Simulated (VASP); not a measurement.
Hf3SiC:

```
CELL_PARAMETERS angstrom
6.44391 0.00000 0.00000
-3.22195 5.58059 0.00000
0.00000 0.00000 5.41288
ATOMIC_POSITIONS crystal
Hf 0.83333 0.66667 0.75000
Hf 0.33333 0.16667 0.75000
Hf 0.83333 0.16667 0.75000
Hf 0.16667 0.33333 0.25000
Hf 0.66667 0.83333 0.25000
Hf 0.16667 0.83333 0.25000
Si 0.33333 0.66667 0.75000
Si 0.66667 0.33333 0.25000
C 0.00000 0.00000 0.00000
C 0.00000 0.00000 0.50000
```

* Program: VASP 6.6.1
* Task: relaxation of cell and atoms
* Functional: PBE
* Potentials or basis: VASP PAW PBE potentials, release 64 (Hf_pv, Si, C)
* Cutoff: 600 eV
* k mesh: 3 × 3 × 4
* Occupations: gaussian, width 0.1 eV
* Spin: no spin polarisation

At the start: pressure -15.4 GPa; volume 19.47 Å³/atom.

**Question.** How do energy, volume and symmetry change on relaxing?

**Answer.** Over 7 steps the energy falls by 134.1 meV/atom and the volume is 16.96 Å³/atom (-12.9 %); space group P6_3/mmc (No. 194, to 0.1 Å) before and after.

The path:
| step | energy change (eV) | largest force (eV/Å) | pressure (GPa) | volume (Å³) |
| --- | --- | --- | --- | --- |
| 1 | 0.0000 | 0.6228 | -15.41 | 194.65 |
| 2 | 1.2997 | 3.7775 | 34.59 | 146.49 |
| 3 | -1.2695 | 0.6591 | -1.10 | 172.65 |
| 4 | -1.2718 | 0.7151 | -0.48 | 171.96 |
| 5 | -1.2717 | 0.7508 | -0.08 | 171.52 |
| 6 | -1.3395 | 0.0735 | 0.27 | 169.32 |
| 7 | -1.3408 | 0.0269 | 0.20 | 169.58 |

Final structure:
```
CELL_PARAMETERS angstrom
6.11276 0.00000 0.00000
-3.05638 5.29380 0.00000
0.00000 0.00000 5.24055
ATOMIC_POSITIONS crystal
Hf 0.83184 0.66369 0.75000
Hf 0.33631 0.16816 0.75000
Hf 0.83184 0.16816 0.75000
Hf 0.16816 0.33631 0.25000
Hf 0.66369 0.83184 0.25000
Hf 0.16816 0.83184 0.25000
Si 0.33333 0.66667 0.75000
Si 0.66667 0.33333 0.25000
C 0.00000 0.00000 0.00000
C 0.00000 0.00000 0.50000
```

Caveat: the k points lie up to 0.40 Å⁻¹ apart in the final cell.
